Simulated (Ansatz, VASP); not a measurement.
## One calculation of Pd, two programs

The input POSCAR:

```
Pd
1.0
    0.0000000000      1.9334358480      1.9334358480
    1.9334358480      0.0000000000      1.9334358480
    1.9334358480      1.9334358480      0.0000000000
Pd
1
Direct
    0.0000000000      0.0000000000      0.0000000000
```

Contents of INCAR.step1:

```
SYSTEM = Pd
PREC     = Accurate       ! precision mode
ENCUT    = 690            ! plane-wave cutoff, eV
ISMEAR   = -1             ! smearing method
SIGMA    = 0.05           ! smearing width, eV
LREAL    = .False.        ! projectors in reciprocal space
LASPH    = .True.         ! aspherical terms in the spheres
NELM     = 120            ! most SCF steps
NBANDS   = 15             ! bands
GGA      = PE             ! functional
ALGO     = Normal         ! electronic algorithm
EDIFF    = 1E-5           ! SCF threshold, eV
LWAVE    = .True.         ! write WAVECAR
LCHARG   = .False.        ! write CHGCAR
GGA_COMPAT= .False.
```

INCAR.step2

```
SYSTEM = Pd
PREC     = Accurate       ! precision mode
ENCUT    = 690            ! plane-wave cutoff, eV
EDIFF    = 1E-6           ! SCF threshold, eV
ISMEAR   = -1             ! smearing method
SIGMA    = 0.05           ! smearing width, eV
LREAL    = .False.        ! projectors in reciprocal space
LASPH    = .True.         ! aspherical terms in the spheres
NELM     = 120            ! most SCF steps
ALGO     = Normal         ! electronic algorithm
ISIF     = 2              ! what is computed and relaxed
LWAVE    = .False.        ! write WAVECAR
LCHARG   = .True.         ! write CHGCAR
METAGGA  = R2SCAN         ! meta-GGA
LMIXTAU  = .True.       
IVDW     = 13             ! dispersion correction
VDW_S6   = 1.0          
VDW_S8   = 0.6018749    
VDW_A1   = 0.51559235   
VDW_A2   = 5.77342911   
LELF     = .True.         ! ELF
LVHAR    = .True.       
NBANDS   = 15             ! bands
ISTART   = 1            
GGA_COMPAT= .False.
```

Contents of KPOINTS:

```
Automatic mesh
0
Gamma
  12 12 12
  0 0 0
```

File input.yaml:

```yaml
crystal:
  lattice:
    - [0.0, 1.933435848, 1.933435848]
    - [1.933435848, 0.0, 1.933435848]
    - [1.933435848, 1.933435848, 0.0]
  atoms:
    - { symbol: Pd, position: [0.0, 0.0, 0.0] }
hamiltonian:
  xc: r2scan
  pseudopotentials: { kind: paw }
  dispersion: d4
kpoints:
  mp_grid: { grid: [12, 12, 12] }
scf:
  occupations: { method: fermi_dirac, width: 0.05 }
output:
  forces: true
  stress: true
  eigenvalues: true
  write_density: true
  write_potential: true
  elf: true
  volumetric_format: npy
```

Alike in both runs: task single point; functional r2SCAN; dispersion D4; k mesh 12 × 12 × 12; occupations fermi-dirac, width 0.05 eV; no spin polarisation.

```csv
,VASP,Ansatz
version,VASP 6.6.1,Ansatz 0.2.0
potentials or method,"VASP PAW PBE potentials, release 64 (Pd_sv_GW)",Ansatz PAW
plane-wave cutoff (eV),690,500
valence electrons in the cell,18,18
```

```csv
,VASP,Ansatz,Ansatz less VASP
gap on the k mesh at the Fermi level (eV),none,none,-
pressure (GPa),4.7,4.6,-0.13
```

VASP's potentials were made for PBE, not for r2SCAN. A gap of «none» marks a metal or a gap that the smearing closes.
